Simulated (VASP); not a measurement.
# Au in VASP: a series of runs

Au is run at these levels: PBE, r2SCAN, PBE0; tasks: single point.

All numbers are computed with VASP 6.6.1; they aren't measurements. Logs are shortened: lines on timing, memory, paths and dates and some standing lists are left out, and cuts for length are marked.

**1. The cell of the first run**

The typed cell holds 1 atom: a = 2.808 Å, b = 2.664 Å, c = 2.778 Å, α = 91.02°, β = 90.03°, γ = 91.82°.

**2. Single point, PBE**

File INCAR:

```
SYSTEM = Au
ALGO = Fast ; EDIFF = 1E-7
ENCUT = 520 ; GGA = PE
ISIF = 2 ; ISMEAR = -1
LASPH = .TRUE. ; LCHARG = .FALSE.
LREAL = .FALSE. ; LWAVE = .FALSE.
NBANDS = 12 ; NELM = 100
PREC = Accurate ; SIGMA = 0.1
```

File KPOINTS:

```
k-points
0
G
  13 14 13
  0 0 0
```

File POSCAR:

```
Au
1.0
    2.8073190000     -0.0433470000     -0.0008520000
   -0.0433470000      2.6634960000     -0.0240980000
   -0.0008520000     -0.0240980000      2.7774360000
Au
1
Direct
    0.4894220000      0.4834150000      0.4898520000
```

Potentials or basis: VASP PAW PBE potentials, release 64 (Au).

Started as:

```
$ cat potpaw_PBE.64/Au/POTCAR > POTCAR
$ mpirun -np 1 vasp_std > vasp.out
```

OUTCAR:

```text
SYSTEM = Au
   EDIFF = 1E-7
   ENCUT = 520
   GGA = PE
   ISIF = 2
   ISMEAR = -1
   LASPH = .TRUE.
   LREAL = .FALSE.
   NELM = 100
   PREC = Accurate

 ion  position               nearest neighbor table
   1  0.489  0.483  0.490-

  LATTYP: Found a triclinic cell.
 ALAT       =     4.7423265641
 B/A-ratio  =     0.5856915656
 C/A-ratio  =     0.5920414222
 COS(alpha) =     0.0004762064
 COS(beta)  =     0.5745113761
 COS(gamma) =     0.5959248053

  Lattice vectors:

 A1 = (  -2.7648240000,  -2.6442470000,   2.8023860000)
 A2 = (  -0.0008520000,  -0.0240980000,   2.7774360000)
 A3 = (  -2.8073190000,   0.0433470000,   0.0008520000)

Analysis of symmetry for initial positions (statically):
=====================================================================
 Subroutine PRICEL returns:
 Original cell was already a primitive cell.

 Routine SETGRP: Setting up the symmetry group for a
 triclinic supercell.

 Subroutine GETGRP returns: Found  2 space group operations
 (whereof  1 operations were pure point group operations)
 out of a pool of  2 trial point group operations.

The static configuration has the point symmetry C_1 .
 The point group associated with its full space group is S_2 .

Analysis of symmetry for dynamics (positions and initial velocities):
=====================================================================
 Subroutine PRICEL returns:
 Original cell was already a primitive cell.

 Routine SETGRP: Setting up the symmetry group for a
 triclinic supercell.

 Subroutine GETGRP returns: Found  2 space group operations
 (whereof  1 operations were pure point group operations)
 out of a pool of  2 trial point group operations.

The dynamic configuration has the point symmetry C_1 .
 The point group associated with its full space group is S_2 .

 Subroutine INISYM returns: Found  2 space group operations
 (whereof  1 operations are pure point group operations),
 and found     1 'primitive' translations

----------------------------------------------------------------------------------------

                                     Primitive cell

  volume of cell :      20.7608

  direct lattice vectors                    reciprocal lattice vectors
     2.807319000 -0.043347000 -0.000852000     0.356301351  0.005800062  0.000159622
    -0.043347000  2.663496000 -0.024098000     0.005800062  0.375570297  0.003260358
    -0.000852000 -0.024098000  2.777436000     0.000159622  0.003260358  0.360072637

  length of vectors
     2.807653764  2.663957698  2.777540670     0.356348591  0.375629230  0.360087433

  position of ions in fractional coordinates (direct lattice)
     0.489422000  0.483415000  0.489852000

  ion indices of the primitive-cell ions
   primitive index   ion index
                 1           1

----------------------------------------------------------------------------------------

 KPOINTS: k-points

Automatic generation of k-mesh.
 Grid dimensions read from file:
 generate k-points for:   13   14   13

 Generating k-lattice:

  Cartesian coordinates                     Fractional coordinates (reciprocal lattice)
     0.027407796  0.000446159  0.000012279     0.076923077 -0.000000000  0.000000000
     0.000414290  0.026826450  0.000232883    -0.000000000  0.071428571 -0.000000000
     0.000012279  0.000250797  0.027697895     0.000000000  0.000000000  0.076923077

  Length of vectors
     0.027411430  0.026830659  0.027699033

  Shift w.r.t. Gamma in fractional coordinates (k-lattice)
     0.000000000  0.000000000  0.000000000

 Subroutine IBZKPT returns following result:
 ===========================================

 Found   1184 irreducible k-points:

 Following reciprocal coordinates:
            Coordinates               Weight
  0.000000  0.000000  0.000000      1.000000
  0.076923 -0.000000 -0.000000      2.000000
  0.153846 -0.000000  0.000000      2.000000
  0.230769 -0.000000 -0.000000      2.000000
  0.307692 -0.000000  0.000000      2.000000
  0.384615 -0.000000 -0.000000      2.000000
[... 16 lines left out ...]
  0.153846  0.142857 -0.000000      2.000000
  0.230769  0.142857  0.000000      2.000000
 [... further k-points ...]
   k-points           NKPTS =   1184   k-points in BZ     NKDIM =   1184   number of bands    NBANDS=     12
   number of dos      NEDOS =    301   number of ions     NIONS =      1
   total plane-waves  NPLWV =  11520
   dimension x,y,z NGX =    24 NGY =   20 NGZ =   24
   dimension x,y,z NGXF=    48 NGYF=   40 NGZF=   48
   ions per type =               1
   NGX,Y,Z   is equivalent  to a cutoff of  14.21, 12.48, 14.36 a.u.
   NGXF,Y,Z  is equivalent  to a cutoff of  28.42, 24.96, 28.73 a.u.
 SYSTEM =  Au
   PREC   = accura    normal or accurate (medium, high low for compatibility)
   ISTART =      0    job   : 0-new  1-cont  2-samecut
   ICHARG =      2    charge: 1-file 2-atom 10-const
   ISPIN  =      1    spin polarized calculation?
   LNONCOLLINEAR =      F non collinear calculations
   LSORBIT =      F    spin-orbit coupling
   LASPH  =      T    aspherical Exc in radial PAW
   ENCUT  =  520.0 eV  38.22 Ry    6.18 a.u.   5.22  4.95  5.16*2*pi/ulx,y,z
   NELM   =    100;   NELMIN=  2; NELMDL= -5     # of ELM steps
   EDIFF  = 0.1E-06   stopping-criterion for ELM
   LREAL  =      F    real-space projection
   EDIFFG = 0.1E-05   stopping-criterion for IOM
   NSW    =      0    number of steps for IOM
   IBRION =     -1    ionic relax: 0-MD 1-quasi-New 2-CG
   NFREE  =      0    steps in history (QN), initial steepest desc. (CG)
   ISIF   =      2    stress and relaxation
   ISYM   =      2    0-nonsym 1-usesym 2-fastsym
   POTIM  = 0.5000    time-step for ionic-motion
   TEBEG  =    0.0;   TEEND  =   0.0 temperature during run
   PSTRESS=    0.0 pullay stress
   NELECT =      11.0000    total number of electrons
   NUPDOWN=      -1.0000    fix difference up-down
   EMIN   =  10.00;   EMAX   =-10.00  energy-range for DOS
   EFERMI =   0.00;   METHOD = LEGACY
   ISMEAR =    -1;   SIGMA  =   0.10  broadening in eV -4-tet -1-fermi 0-gaus
   EFERMI_NEDOS =   21; number of points for ismear=-14 and -15
   IALGO  =     68    algorithm
   IMIX   =      4    mixing-type and parameters
     AMIX     =   0.40;   BMIX     =  1.00
     AMIX_MAG =   1.60;   BMIX_MAG =  1.00
  volume/ion in A,a.u.               =      20.76       140.10
  Fermi-wavevector in a.u.,A,eV,Ry     =   1.324720  2.503358 23.876647  1.754884
  Thomas-Fermi vector in A             =   2.454234
   LORBIT       =      0    0 simple, 1 ext, 2 COOP (PROOUT), +10 PAW based schemes
   GGA     = PE    functional components
   LHFCALC =     F    Hartree Fock is set to
   AEXX    =    0.0000 exact exchange contribution
   IVDW    =     0    specifies the selected vdW correction
   LEPSILON=     F    determine dielectric tensor
   LRPA    =     F    only Hartree local field effects (RPA)
 non-spin polarized calculation
 RMM-DIIS sequential band-by-band and
  energy-cutoff  :      520.00
  volume of cell :       20.76
 maximum number of plane-waves:       574
 NGX is ok and might be reduce to    24

 number of electron      11.0000001 magnetization

 Free energy of the ion-electron system (eV)
  ---------------------------------------------------
  ext. energy  EPLUGINS =         0.00000000
  ---------------------------------------------------
  free energy    TOTEN  =        -3.00525074 eV

  energy without entropy =       -2.99523581  energy(sigma->0) =       -3.00024327

 E-fermi :   6.2406     XC(G=0): -11.4214

 val. band max:        6.2369528519   @ k =   0.3077  -0.1429   0.3846
 cond. band min:       6.2463345613   @ k =  -0.1538  -0.2857   0.3846
 fundamental gap:      0.0093817094
 Fermi energy:         6.2405862246

 k-point     1 :       0.0000    0.0000    0.0000
  band No.  band energies     occupation
      1      -1.4977      2.00000
      2       0.5089      2.00000
      3       0.8118      2.00000
      4       4.6859      2.00000
      5       4.8788      2.00000
      6       4.9264      2.00000
      7      19.3015      0.00000
      8      19.7030      0.00000
      9      21.4001      0.00000
     10      24.7403      0.00000
     11      26.9025      0.00000
     12      28.0454      0.00000

 k-point     2 :       0.0769   -0.0000   -0.0000
  band No.  band energies     occupation
      1      -1.3725      2.00000
      2       0.5420      2.00000
      3       0.9048      2.00000
      4       4.6039      2.00000
      5       4.8051      2.00000
      6       4.9320      2.00000
      7      18.2441      0.00000
      8      19.9210      0.00000
      9      21.6096      0.00000
     10      25.4469      0.00000
     11      27.1691      0.00000
     12      27.7507      0.00000

 k-point     3 :       0.1538   -0.0000    0.0000
  band No.  band energies     occupation
      1      -1.0347      2.00000
      2       0.6178      2.00000
      3       1.2250      2.00000
      4       4.3840      2.00000
      5       4.6070      2.00000
      6       4.9482      2.00000
      7      16.1966      0.00000
      8      20.5384      0.00000
      9      22.2150      0.00000
     10      25.5204      0.00000
     11      26.8009      0.00000
     12      29.4072      0.00000
[... 286 lines left out ...]
 k-point    23 :       0.1538    0.1429   -0.0000
  band No.  band energies     occupation
      1      -0.4346      2.00000
      2       0.9745      2.00000
      3       1.3439      2.00000
      4       4.2498      2.00000
      5       4.4068      2.00000
      6       4.5827      2.00000
      7      16.7162      0.00000
      8      18.6756      0.00000
      9      21.4657      0.00000
     10      25.3699      0.00000
     11      28.9367      0.00000
     12      30.0495      0.00000

 k-point    24 :       0.2308    0.1429    0.0000
  band No.  band energies     occupation
      1       0.0161      2.00000
      2       1.0480      2.00000
      3       1.9358      2.00000
      4       4.0199      2.00000
      5       4.1288      2.00000
      6       4.6034      2.00000
      7      14.5265      0.00000
      8      19.2864      0.00000
      9      22.4283      0.00000
     10      24.8176      0.00000
     11      29.3156      0.00000
     12      30.6058      0.00000

 [... further k-points ...]
[... 5 lines left out ...]
  --------------------------------------------------------------------------------------
  -------------------------------------------------------------------------------------
  Total       -0.5716982      1.0797311     -0.3145496     -0.0406635     -0.0248191     -0.0000566
  in kB      -44.1197330     83.3262142    -24.2747730     -3.1381316     -1.9153670     -0.0043645
  external PRESSURE =       4.9772360 kB  Pullay stress =       0.0000000 kB

 VOLUME and BASIS-vectors are now :
 -----------------------------------------------------------------------------
  energy-cutoff  :      520.00
  volume of cell :       20.76
      direct lattice vectors                 reciprocal lattice vectors
     2.807319000 -0.043347000 -0.000852000     0.356301351  0.005800062  0.000159622
    -0.043347000  2.663496000 -0.024098000     0.005800062  0.375570297  0.003260358
    -0.000852000 -0.024098000  2.777436000     0.000159622  0.003260358  0.360072637

 POSITION                                       TOTAL-FORCE (eV/Angst)
 -----------------------------------------------------------------------------------
      1.35259      1.25455      1.34847        -0.000000     -0.000000      0.000000
 -----------------------------------------------------------------------------------
    total drift:                                0.000001      0.000004     -0.000002

  FREE ENERGIE OF THE ION-ELECTRON SYSTEM (eV)
  ---------------------------------------------------
  free  energy   TOTEN  =        -3.0052507366 eV

  energy  without entropy=       -2.9952358119  energy(sigma->0) =       -3.00024327
```

Wall time 2.2 min (1 thread of AMD EPYC 9R45 (Zen 5), shared host); peak memory 0.34 GiB.

What came out:

```yaml
Free_energy: -3.0053 eV
Pressure: 0.5 GPa
Band_gap_on_the_k_mesh: zero (an odd number of electrons rules out a gap without spin polarisation)
```

Caveat: the stress differs along the axes, from -4 to 8 GPa; spin-orbit coupling is left out, which moves the levels of the heavy elements.

**3. Single point, r2SCAN**

POSCAR is that of step 2.

File INCAR.step1:

```
SYSTEM = Au
ALGO = Normal
EDIFF = 1E-4
ENCUT = 520
GGA = PE
ISMEAR = 1
LASPH = .TRUE.
LCHARG = .FALSE.
LREAL = .FALSE.
LWAVE = .TRUE.
NBANDS = 12
NELM = 60
PREC = Accurate
SIGMA = 0.1
```

File INCAR.step2:

```
SYSTEM = Au
ALGO = Normal
EDIFF = 1E-6
ENCUT = 520
ISIF = 2
ISMEAR = 1
ISTART = 1
LASPH = .TRUE.
LCHARG = .TRUE.
LELF = .TRUE.
LMIXTAU = .TRUE.
LREAL = .FALSE.
LVHAR = .TRUE.
LWAVE = .FALSE.
METAGGA = R2SCAN
NBANDS = 12
NELM = 60
PREC = Accurate
SIGMA = 0.1
```

File KPOINTS:

```
k-points
0
G
  11 11 11
  0 0 0
```

Potentials or basis: VASP PAW PBE potentials, release 64 (Au).

Started as:

```
$ cat potpaw_PBE.64/Au/POTCAR > POTCAR
$ cp INCAR.step1 INCAR
$ mpirun -np 1 vasp_std > vasp.out
$ cp INCAR.step2 INCAR
$ mpirun -np 1 vasp_std > vasp.out
```

Wall time 4.2 min (1 thread of AMD EPYC 9R45 (Zen 5), shared host); peak memory 0.24 GiB.

The run converged. Its results:

```yaml
Free_energy: -50.3870 eV
Pressure: -2.6 GPa
Band_gap_on_the_k_mesh: zero (an odd number of electrons rules out a gap without spin polarisation)
```

Stress tensor (GPa, compression positive):
```
-7.59 -0.09  0.01
-0.09  5.43 -0.09
 0.01 -0.09 -5.67
```

Levels at points of the mesh, in eV from the Fermi level:
| k point | band 2 | band 3 | band 4 | band 5 | band 6 | band 7 | band 8 | band 9 | band 10 | band 11 |
| --- | --- | --- | --- | --- | --- | --- | --- | --- | --- | --- |
| (0.00, 0.00, 0.00) | -6.02 | -5.71 | -1.76 | -1.55 | -1.50 | 13.60 | 14.02 | 15.78 | 19.22 | 21.52 |

Caveat: the stress differs along the axes, from -8 to 5 GPa; the PAW data sets were made with another functional, which shifts forces and pressure a little; spin-orbit coupling is left out, which moves the levels of the heavy elements.

**4. Single point, PBE0, non-collinear spin, zero start, spin-orbit coupling**

This run uses another cell than the first one, of the same volume but with other edges.

File POSCAR:

```
Au
1.0
    2.7484100000      0.0000000000      0.0000000000
    0.0000000000      2.7484100000      0.0000000000
    0.0000000000      0.0000000000      2.7484100000
Au
1
Direct
    0.5000000000      0.5000000000      0.5000000000
```

File INCAR.step1:

```
SYSTEM = Au
ALGO     = Normal         ! electronic algorithm
EDIFF    = 1E-5           ! SCF threshold, eV
ENCUT    = 400            ! plane-wave cutoff, eV
GGA      = PE             ! functional
GGA_COMPAT= .FALSE.      
ISIF     = 2              ! what is computed and relaxed
ISMEAR   = -1             ! smearing method
LASPH    = .TRUE.         ! aspherical terms in the spheres
LCHARG   = .FALSE.        ! write CHGCAR
LMAXMIX  = 4              ! l up to which the mixer works
LORBIT   = 11             ! projections on sites
LORBMOM  = .TRUE.       
LREAL    = .FALSE.        ! projectors in reciprocal space
LSORBIT  = .TRUE.         ! spin-orbit coupling
LWAVE    = .TRUE.         ! write WAVECAR
MAGMOM   = 0 0 0          ! initial moments
NBANDS   = 30             ! bands
NELM     = 200            ! most SCF steps
PREC     = Accurate       ! precision mode
SIGMA    = 0.05           ! smearing width, eV
```

File INCAR.step2:

```
SYSTEM = Au
AEXX     = 0.25           ! exact-exchange fraction
ALGO     = Normal         ! electronic algorithm
EDIFF    = 1E-6           ! SCF threshold, eV
ENCUT    = 400            ! plane-wave cutoff, eV
GGA      = PE             ! functional
GGA_COMPAT= .FALSE.      
ISIF     = 2              ! what is computed and relaxed
ISMEAR   = -1             ! smearing method
ISTART   = 1            
LASPH    = .TRUE.         ! aspherical terms in the spheres
LCHARG   = .FALSE.        ! write CHGCAR
LHFCALC  = .TRUE.         ! exact exchange
LMAXMIX  = 4              ! l up to which the mixer works
LORBIT   = 11             ! projections on sites
LORBMOM  = .TRUE.       
LREAL    = .FALSE.        ! projectors in reciprocal space
LSORBIT  = .TRUE.         ! spin-orbit coupling
LWAVE    = .FALSE.        ! write WAVECAR
MAGMOM   = 0 0 0          ! initial moments
NBANDS   = 30             ! bands
NELM     = 200            ! most SCF steps
PREC     = Accurate       ! precision mode
PRECFOCK = Normal       
SIGMA    = 0.05           ! smearing width, eV
```

File KPOINTS:

```
k-points
0
G
  4 4 4
  0 0 0
```

Potentials or basis: VASP PAW PBE potentials, release 64 (Au_sv_GW).

Started as:

```
$ cat potpaw_PBE.64/Au_sv_GW/POTCAR > POTCAR
$ cp INCAR.step1 INCAR
$ mpirun -np 1 vasp_ncl > vasp.out
$ cp INCAR.step2 INCAR
$ mpirun -np 1 vasp_ncl > vasp.out
```

It took 24 min on 1 thread of Intel Xeon Platinum 8259CL at 2.50GHz (Skylake/Cascade Lake), shared host; peak memory 0.16 GiB.

It converged, with:

| Quantity | Value |
| --- | --- |
| Free energy | -3.3491 eV |
| Pressure | -10.8 GPa |
| Net moment | 0.04 μB per cell |
| Valence electrons inside the program's atomic spheres | Au 17.51 |

Moments on the atoms (μB; x, y, z):
```
Au  0.00 0.00 0.00
```

Caveat: the k points lie up to 0.57 Å⁻¹ apart; a moment this small can come from the mesh or the smearing; the PAW data sets were made with another functional, which shifts forces and pressure a little.

**5. Summary**

| level | potentials or basis | spin | cell | k mesh | cutoff (eV) | smearing | grid for exact exchange (PRECFOCK) | share of exact exchange | gap on the mesh (eV) | pressure (GPa) |
| --- | --- | --- | --- | --- | --- | --- | --- | --- | --- | --- |
| PBE | VASP PAW PBE potentials, release 64 (Au) | off | a = 2.808, b = 2.664, c = 2.778 Å, angles 91.0, 90.0, 91.8°, 1 atom | 13 × 14 × 13 | 520 | fermi-dirac 0.1 eV | - | - | none | 0.5 |
| r2SCAN | VASP PAW PBE potentials, release 64 (Au) | off | a = 2.808, b = 2.664, c = 2.778 Å, angles 91.0, 90.0, 91.8°, 1 atom | 11 × 11 × 11 | 520 | methfessel-paxton 0.1 eV | - | - | none | -2.6 |
| PBE0 | VASP PAW PBE potentials, release 64 (Au_sv_GW) | non-collinear, zero start, SOC | a = 2.748 Å, 1 atom | 4 × 4 × 4 | 400 | fermi-dirac 0.05 eV | Normal | 0.25 | - | -10.8 |

Alike in all rows: task single point.

Caveats: some runs use coarse meshes; spin-orbit coupling is left out, which moves the levels of the heavy elements (at least some runs); the PAW data sets were made with another functional, which shifts forces and pressure a little (at least some runs); the stress differs along the axes, from -4 to 8 GPa (at least some runs); the stress differs along the axes, from -8 to 5 GPa (at least some runs); a moment this small can come from the mesh or the smearing (at least some runs).

Total energies depend on the potentials used, so only differences within one code and one set of settings carry meaning.
